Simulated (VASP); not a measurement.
Write the native input for VASP 6.6.1 that does the following.

* Task: single point
* Functional: PBE
* Potentials or basis: VASP PAW PBE potentials, release 64 (Cu, Au)
* Cutoff: 520 eV
* k mesh: 18 × 18 × 14
* Occupations: gaussian, width 0.15 eV
* Spin: no spin polarisation
* Dipole correction: no
* Further INCAR settings: ALGO = Fast; EDIFF = 1e-06; NBANDS = 18

The structure of CuAu lies in POSCAR:

```
CuAu
1.0
    2.7300000000      0.0000000000      0.0000000000
    0.0000000000      2.7300000000      0.0000000000
    0.0000000000      0.0000000000      3.8535000000
Cu Au
1 1
Direct
    0.5000000000      0.5000000000      0.5000000000
    0.0000000000      0.0000000000      0.0000000000
```

This cell differs from its parent crystal: strain -0.025 along x and y, +0.050 along z.

The input as run:

INCAR

```
SYSTEM = CuAu
ALGO     = Fast           ! electronic algorithm
EDIFF    = 1E-6           ! SCF threshold, eV
ENCUT    = 520            ! plane-wave cutoff, eV
GGA      = PE             ! functional
ISIF     = 2              ! what is computed and relaxed
ISMEAR   = 0              ! smearing method
LASPH    = .TRUE.         ! aspherical terms in the spheres
LCHARG   = .FALSE.        ! write CHGCAR
LREAL    = .FALSE.        ! projectors in reciprocal space
LWAVE    = .FALSE.        ! write WAVECAR
NBANDS   = 18             ! bands
NELM     = 80             ! most SCF steps
PREC     = Accurate       ! precision mode
SIGMA    = 0.15           ! smearing width, eV
```

KPOINTS

```
k-points
0
G
  18 18 14
  0 0 0
```

Potentials or basis: VASP PAW PBE potentials, release 64 (Cu, Au).

The run is started by

```sh
$ cat potpaw_PBE.64/Cu/POTCAR potpaw_PBE.64/Au/POTCAR > POTCAR
$ mpirun -np 1 vasp_std > vasp.out
```

Results of the run:

| Item | Value |
| --- | --- |
| Pressure | 7.8 GPa |
| Band gap on the k mesh | zero (band 11 reaches 14.53 eV, above the bottom of band 12 at 7.05 eV) |

Caveat: the cell differs from its parent crystal (strain -0.025 along x and y, +0.050 along z); spin-orbit coupling is left out, which moves the levels of the heavy elements.

It took 97 s on 1 thread of AMD EPYC 9R45 96-Core Processor (Zen 5), with other jobs on the host, peak memory 0.3 GiB.
